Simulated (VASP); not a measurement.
# Ru (P6_3/mmc) in VASP: notebook

The runs below take Ru through single point, with PBE.

Everything below comes from runs of VASP 6.6.1. Logs are shortened: lines on timing, memory, paths and dates and some standing lists are left out, and cuts for length are marked.

**1. The cell of the first run**

The structure is hexagonal, space group P6_3/mmc (No. 194). Conventional cell: a = 2.525 Å, b = 2.525 Å, c = 4.785 Å, α = 90.00°, β = 90.00°, γ = 120.00°. Ru (site symmetry -6m2) has 12 Ru at 2.53 to 2.80 Å within 3.3 Å.

**2. Single point, PBE (13.21 Å³/atom)**

INCAR

```
ALGO = Fast
EDIFF = 1E-6
ENCUT = 520
GGA = PE
ISIF = 2
ISMEAR = 0
LASPH = True
LCHARG = True
LELF = True
LREAL = False
LVHAR = True
LWAVE = False
NBANDS = 21
NELM = 80
PREC = Accurate
SIGMA = 0.15
```

KPOINTS

```
k-points
0
Gamma
  21 21 12
```

POSCAR

```
Ru
1.0
    2.5251001002      0.0000000000      0.0000000000
   -1.2625500501      2.1868008338      0.0000000000
    0.0000000000      0.0000000000      4.7853171998
Ru
2
Direct
    0.3333333333      0.6666666667      0.2500000000
    0.6666666667      0.3333333333      0.7500000000
```

Potentials or basis: VASP PAW PBE potentials, release 64 (Ru_pv).

Launch:

```bash
> cat potpaw_PBE.64/Ru_pv/POTCAR > POTCAR
> mpirun -np 1 vasp_std > vasp.out
```

OUTCAR:

```text
EDIFF = 1E-6
   ENCUT = 520
   GGA = PE
   ISIF = 2
   ISMEAR = 0
   LASPH = True
   LREAL = False
   NELM = 80
   PREC = Accurate

 ion  position               nearest neighbor table
   1  0.333  0.667  0.250-   2 2.80   2 2.80   2 2.80   2 2.80   2 2.80   2 2.80
   2  0.667  0.333  0.750-   1 2.80   1 2.80   1 2.80   1 2.80   1 2.80   1 2.80

  LATTYP: Found a hexagonal cell.
 ALAT       =     2.5251001002
 C/A-ratio  =     1.8951000000

  Lattice vectors:

 A1 = (   2.5251001002,   0.0000000000,   0.0000000000)
 A2 = (  -1.2625500501,   2.1868008338,   0.0000000000)
 A3 = (   0.0000000000,   0.0000000000,   4.7853171998)

Analysis of symmetry for initial positions (statically):
=====================================================================
 Subroutine PRICEL returns:
 Original cell was already a primitive cell.

 Routine SETGRP: Setting up the symmetry group for a
 hexagonal supercell.

 Subroutine GETGRP returns: Found 24 space group operations
 (whereof 12 operations were pure point group operations)
 out of a pool of 24 trial point group operations.

The static configuration has the point symmetry D_3d.
 The point group associated with its full space group is D_6h.

Analysis of symmetry for dynamics (positions and initial velocities):
=====================================================================
 Subroutine PRICEL returns:
 Original cell was already a primitive cell.

 Routine SETGRP: Setting up the symmetry group for a
 hexagonal supercell.

 Subroutine GETGRP returns: Found 24 space group operations
 (whereof 12 operations were pure point group operations)
 out of a pool of 24 trial point group operations.

The dynamic configuration has the point symmetry D_3d.
 The point group associated with its full space group is D_6h.

 Subroutine INISYM returns: Found 24 space group operations
 (whereof 12 operations are pure point group operations),
 and found     1 'primitive' translations

----------------------------------------------------------------------------------------

                                     Primitive cell

  volume of cell :      26.4240

  direct lattice vectors                    reciprocal lattice vectors
     2.525100100  0.000000000  0.000000000     0.396023904  0.228644508  0.000000000
    -1.262550050  2.186800834  0.000000000     0.000000000  0.457289015  0.000000000
     0.000000000  0.000000000  4.785317200     0.000000000  0.000000000  0.208972563

  length of vectors
     2.525100100  2.525100100  4.785317200     0.457289015  0.457289015  0.208972563

  position of ions in fractional coordinates (direct lattice)
     0.333333333  0.666666667  0.250000000
     0.666666667  0.333333333  0.750000000

  ion indices of the primitive-cell ions
   primitive index   ion index
                 1           1
                 2           2

----------------------------------------------------------------------------------------

 KPOINTS: k-points

Automatic generation of k-mesh.
 Grid dimensions read from file:
 generate k-points for:   21   21   12

 Generating k-lattice:

  Cartesian coordinates                     Fractional coordinates (reciprocal lattice)
     0.018858281  0.010887834  0.000000000     0.047619048 -0.000000000  0.000000000
     0.000000000  0.021775667  0.000000000     0.000000000  0.047619048  0.000000000
     0.000000000  0.000000000  0.017414380     0.000000000  0.000000000  0.083333333

  Length of vectors
     0.021775667  0.021775667  0.017414380

  Shift w.r.t. Gamma in fractional coordinates (k-lattice)
     0.000000000  0.000000000  0.000000000

 Subroutine IBZKPT returns following result:
 ===========================================

 Found    336 irreducible k-points:

 Following reciprocal coordinates:
            Coordinates               Weight
  0.000000  0.000000  0.000000      1.000000
  0.047619  0.000000  0.000000      6.000000
  0.095238 -0.000000  0.000000      6.000000
  0.142857  0.000000  0.000000      6.000000
  0.190476 -0.000000  0.000000      6.000000
  0.238095  0.000000  0.000000      6.000000
[... 16 lines left out ...]
  0.142857  0.095238  0.000000     12.000000
  0.190476  0.095238  0.000000     12.000000
 [... further k-points ...]
   k-points           NKPTS =    336   k-points in BZ     NKDIM =    336   number of bands    NBANDS=     21
   number of dos      NEDOS =    301   number of ions     NIONS =      2
   total plane-waves  NPLWV =  14400
   dimension x,y,z NGX =    20 NGY =   20 NGZ =   36
   dimension x,y,z NGXF=    40 NGYF=   40 NGZF=   72
   ions per type =               2
   NGX,Y,Z   is equivalent  to a cutoff of  13.17, 13.17, 12.51 a.u.
   NGXF,Y,Z  is equivalent  to a cutoff of  26.33, 26.33, 25.01 a.u.
 SYSTEM =  unknown system
   PREC   = accura    normal or accurate (medium, high low for compatibility)
   ISTART =      0    job   : 0-new  1-cont  2-samecut
   ICHARG =      2    charge: 1-file 2-atom 10-const
   ISPIN  =      1    spin polarized calculation?
   LNONCOLLINEAR =      F non collinear calculations
   LSORBIT =      F    spin-orbit coupling
   LASPH  =      T    aspherical Exc in radial PAW
   ENCUT  =  520.0 eV  38.22 Ry    6.18 a.u.   4.70  4.70  8.90*2*pi/ulx,y,z
   NELM   =     80;   NELMIN=  2; NELMDL= -5     # of ELM steps
   EDIFF  = 0.1E-05   stopping-criterion for ELM
   LREAL  =      F    real-space projection
[... 7 lines left out ...]
   TEBEG  =    0.0;   TEEND  =   0.0 temperature during run
   PSTRESS=    0.0 pullay stress
   NELECT =      28.0000    total number of electrons
   NUPDOWN=      -1.0000    fix difference up-down
   EMIN   =  10.00;   EMAX   =-10.00  energy-range for DOS
   EFERMI =   0.00;   METHOD = LEGACY
   ISMEAR =     0;   SIGMA  =   0.15  broadening in eV -4-tet -1-fermi 0-gaus
   EFERMI_NEDOS =   21; number of points for ismear=-14 and -15
   IALGO  =     68    algorithm
   IMIX   =      4    mixing-type and parameters
     AMIX     =   0.40;   BMIX     =  1.00
     AMIX_MAG =   1.60;   BMIX_MAG =  1.00
  volume/ion in A,a.u.               =      13.21        89.16
  Fermi-wavevector in a.u.,A,eV,Ry     =   1.669019  3.153989 37.900728  2.785625
  Thomas-Fermi vector in A             =   2.754765
   LORBIT       =      0    0 simple, 1 ext, 2 COOP (PROOUT), +10 PAW based schemes
   GGA     = PE    functional components
   LHFCALC =     F    Hartree Fock is set to
   AEXX    =    0.0000 exact exchange contribution
   IVDW    =     0    specifies the selected vdW correction
   LEPSILON=     F    determine dielectric tensor
   LRPA    =     F    only Hartree local field effects (RPA)
 non-spin polarized calculation
 RMM-DIIS sequential band-by-band and
 Gauss-broadening in eV      SIGMA  =   0.15
  energy-cutoff  :      520.00
  volume of cell :       26.42
 maximum number of plane-waves:       738
 NGX is ok and might be reduce to    20
   NGX =  9   NGY =  9   NGZ = 17

 number of electron      27.9999994 magnetization

 Free energy of the ion-electron system (eV)
  ---------------------------------------------------
  ext. energy  EPLUGINS =         0.00000000
  ---------------------------------------------------
  free energy    TOTEN  =       -17.51294704 eV

  energy without entropy =      -17.48712076  energy(sigma->0) =      -17.50003390

 E-fermi :  13.3787     XC(G=0): -14.2599

 val. band max:       13.3782495208   @ k =   0.2381   0.0000   0.3333
 cond. band min:      13.3809201888   @ k =   0.2857   0.2857   0.0000
 fundamental gap:      0.0026706681
 Fermi energy:        13.3787381419

 k-point     1 :       0.0000    0.0000    0.0000
  band No.  band energies     occupation
      1     -30.1175      2.00000
      2     -29.3415      2.00000
      3     -29.0688      2.00000
      4     -29.0688      2.00000
      5     -29.0054      2.00000
      6     -29.0054      2.00000
[... 13 lines left out ...]
     20      23.8643      0.00000
     21      23.8655      0.00000

 k-point     2 :       0.0476    0.0000    0.0000
  band No.  band energies     occupation
      1     -30.1089      2.00000
      2     -29.3406      2.00000
      3     -29.1017      2.00000
      4     -29.0772      2.00000
      5     -29.0386      2.00000
      6     -29.0119      2.00000
[... 13 lines left out ...]
     20      23.8643      0.00000
     21      23.8648      0.00000

 k-point     3 :       0.0952   -0.0000    0.0000
  band No.  band energies     occupation
      1     -30.0838      2.00000
      2     -29.3385      2.00000
      3     -29.1973      2.00000
      4     -29.1348      2.00000
      5     -29.1015      2.00000
      6     -29.0311      2.00000
[... 13 lines left out ...]
     20      23.8644      0.00000
     21      23.8648      0.00000

 k-point     4 :       0.1429    0.0000    0.0000
  band No.  band energies     occupation
      1     -30.0435      2.00000
      2     -29.3460      2.00000
      3     -29.3358      2.00000
      4     -29.2832      2.00000
      5     -29.1391      2.00000
      6     -29.0615      2.00000
[... 13 lines left out ...]
     20      23.8643      0.00000
     21      23.8647      0.00000

 k-point     5 :       0.1905   -0.0000    0.0000
  band No.  band energies     occupation
      1     -29.9905      2.00000
      2     -29.5335      2.00000
      3     -29.4685      2.00000
      4     -29.3339      2.00000
      5     -29.1862      2.00000
      6     -29.1004      2.00000
[... 13 lines left out ...]
     20      23.8642      0.00000
     21      23.8647      0.00000

 k-point     6 :       0.2381    0.0000    0.0000
  band No.  band energies     occupation
      1     -29.9279      2.00000
      2     -29.7419      2.00000
      3     -29.6724      2.00000
      4     -29.3343      2.00000
      5     -29.2385      2.00000
      6     -29.1444      2.00000
[... 13 lines left out ...]
     20      23.8642      0.00000
     21      23.8646      0.00000

 k-point     7 :       0.2857    0.0000    0.0000
  band No.  band energies     occupation
      1     -29.9522      2.00000
      2     -29.8763      2.00000
      3     -29.8598      2.00000
      4     -29.3386      2.00000
      5     -29.2911      2.00000
      6     -29.1894      2.00000
[... 13 lines left out ...]
     20      23.8640      0.00000
     21      23.8643      0.00000
[... 291 lines left out ...]
      1     -30.4483      2.00000
      2     -30.3538      2.00000
      3     -29.6499      2.00000
      4     -29.4384      2.00000
      5     -29.3873      2.00000
      6     -29.3211      2.00000
[... 13 lines left out ...]
     20      23.8615      0.00000
     21      25.0180      0.00000

 k-point    21 :       0.4762    0.0476    0.0000
  band No.  band energies     occupation
      1     -30.4777      2.00000
      2     -30.3818      2.00000
      3     -29.6331      2.00000
      4     -29.4464      2.00000
      5     -29.3945      2.00000
      6     -29.3280      2.00000
[... 13 lines left out ...]
     20      23.8626      0.00000
     21      25.3195      0.00000

 k-point    22 :       0.0952    0.0952    0.0000
  band No.  band energies     occupation
      1     -30.0202      2.00000
      2     -29.4108      2.00000
      3     -29.3720      2.00000
      4     -29.3347      2.00000
      5     -29.1580      2.00000
      6     -29.0940      2.00000
[... 13 lines left out ...]
     20      23.8643      0.00000
     21      23.8647      0.00000

 k-point    23 :       0.1429    0.0952    0.0000
  band No.  band energies     occupation
      1     -29.9687      2.00000
      2     -29.5761      2.00000
      3     -29.5409      2.00000
      4     -29.3336      2.00000
      5     -29.2118      2.00000
      6     -29.1428      2.00000
[... 13 lines left out ...]
     20      23.8642      0.00000
     21      23.8646      0.00000

 k-point    24 :       0.1905    0.0952    0.0000
  band No.  band energies     occupation
      1     -29.9080      2.00000
      2     -29.7651      2.00000
      3     -29.7210      2.00000
      4     -29.3350      2.00000
      5     -29.2749      2.00000
      6     -29.1961      2.00000
[... 13 lines left out ...]
     20      23.8642      0.00000
     21      23.8646      0.00000

 [... further k-points ...]
[... 5 lines left out ...]
  --------------------------------------------------------------------------------------
  -------------------------------------------------------------------------------------
  Total        9.0184886      9.0184886     -4.9546092      0.0000000      0.0000000      0.0000000
  in kB      546.8217533    546.8217533   -300.4148698      0.0000000      0.0000000      0.0000000
  external PRESSURE =     264.4095456 kB  Pullay stress =       0.0000000 kB

 VOLUME and BASIS-vectors are now :
 -----------------------------------------------------------------------------
  energy-cutoff  :      520.00
  volume of cell :       26.42
      direct lattice vectors                 reciprocal lattice vectors
     2.525100100  0.000000000  0.000000000     0.396023904  0.228644508  0.000000000
    -1.262550050  2.186800834  0.000000000     0.000000000  0.457289015  0.000000000
     0.000000000  0.000000000  4.785317200     0.000000000  0.000000000  0.208972563

 POSITION                                       TOTAL-FORCE (eV/Angst)
 -----------------------------------------------------------------------------------
     -0.00000      1.45787      1.19633         0.000000      0.000000      0.000000
      1.26255      0.72893      3.58899        -0.000000      0.000000      0.000000
 -----------------------------------------------------------------------------------
    total drift:                               -0.000000      0.000000     -0.000000

  FREE ENERGIE OF THE ION-ELECTRON SYSTEM (eV)
  ---------------------------------------------------
  free  energy   TOTEN  =       -17.5129470364 eV

  energy  without entropy=      -17.4871207568  energy(sigma->0) =      -17.50003390
```

Wall time 2.2 min (1 thread of Intel Xeon Platinum 8259CL at 2.50GHz (Skylake/Cascade Lake), shared host); peak memory 0.25 GiB.

What came out:

- Free energy: -17.5129 eV
- Pressure: 26.4 GPa
- Band gap on the k mesh: zero (bands 14 and 15 overlap by 2.53 eV)

Levels at points of the mesh, in eV from the Fermi level:
| k point | band 10 | band 11 | band 12 | band 13 | band 14 | band 15 | band 16 | band 17 | band 18 | band 19 |
| --- | --- | --- | --- | --- | --- | --- | --- | --- | --- | --- |
| (0.00, 0.00, 0.00) | -2.65 | -2.65 | -2.31 | -2.31 | -0.53 | -0.05 | -0.05 | 1.37 | 1.37 | 7.99 |
| (0.00, 0.00, 0.50) | -3.80 | -2.58 | -2.58 | -2.58 | -2.58 | 0.79 | 0.79 | 0.79 | 0.79 | 10.49 |

Caveat: the stress differs along the axes, from -30 to 55 GPa.

**3. Single point, PBE (13.21 Å³/atom)**

INCAR

```
ALGO = Fast ; EDIFF = 1E-7
ENCUT = 520 ; GGA = PE
ISIF = 2 ; ISMEAR = 0
LASPH = True ; LCHARG = False
LREAL = False ; LWAVE = False
NBANDS = 21 ; NELM = 60
PREC = Accurate ; SIGMA = 0.15
```

KPOINTS is that of step 2.

POSCAR

```
Ru
1.0
    2.8508325607      0.0000000000      0.0000000000
   -1.4254162804      2.4688934195      0.0000000000
    0.0000000000      0.0000000000      3.7542613992
Ru
2
Direct
    0.3333333333      0.6666666667      0.2500000000
    0.6666666667      0.3333333333      0.7500000000
```

Potentials or basis: VASP PAW PBE potentials, release 64 (Ru_pv).

Launch:

```bash
> cat potpaw_PBE.64/Ru_pv/POTCAR > POTCAR
> mpirun -np 1 vasp_std > vasp.out
```

Run time: 2.3 min. Hardware: 1 thread of Intel Xeon Platinum 8259CL at 2.50GHz (Skylake/Cascade Lake), shared host; peak memory 0.26 GiB.

Results (log left out):

| Property | Result |
| --- | --- |
| Free energy | -17.6259 eV |
| Pressure | 28.1 GPa |
| Band gap on the k mesh | zero (bands 14 and 15 overlap by 2.61 eV) |

Stress tensor (GPa, compression positive):
```
 4.82  0.00  0.00
 0.00  4.82  0.00
 0.00  0.00 74.67
```

Levels at points of the mesh, in eV from the Fermi level:
```
           k point  band 12  band 13  band 14  band 15  band 16  band 17
(0.00, 0.00, 0.00)    -2.92    -1.89    -1.89    -0.90     1.16     1.16
(0.00, 0.00, 0.50)    -3.89    -1.74    -1.74     0.96     0.96     0.96
```

Caveat: the stress differs along the axes, from 5 to 75 GPa.
